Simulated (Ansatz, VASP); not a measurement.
InBCl4 in VASP and in Ansatz

```
Cl B In
1.0
     0.00000    4.08228    4.08228
     4.08228    0.00000    4.08228
     4.08228    4.08228    0.00000
Cl B In
4 1 1
Direct
  0.62500 0.62500 0.62500
  0.12500 0.62500 0.62500
  0.62500 0.62500 0.12500
  0.62500 0.12500 0.62500
  0.00000 0.00000 0.00000
  0.25000 0.25000 0.25000
```

Alike in both runs: task single point; functional PBE; k mesh 4 × 4 × 4; occupations methfessel-paxton of order 1, width 0.055 eV; non-collinear spin, spin-orbit coupling.

```csv
,VASP,Ansatz
version,VASP 6.6.1,Ansatz 0.2.0
potentials or method,"VASP PAW PBE potentials, release 64 (Cl, B, In_d), cutoff 520 eV",PAW plane waves
valence electrons in the cell,44,44
```

|  | VASP | Ansatz | Ansatz less VASP |
| --- | --- | --- | --- |
| pressure (GPa) | 3.1 | 3.1 | +0.07 |
| net moment per atom (μB) | 0.00 | 0.00 | 0.000 |

The functional is the same, so the differences come from potentials, cutoffs and numerics.
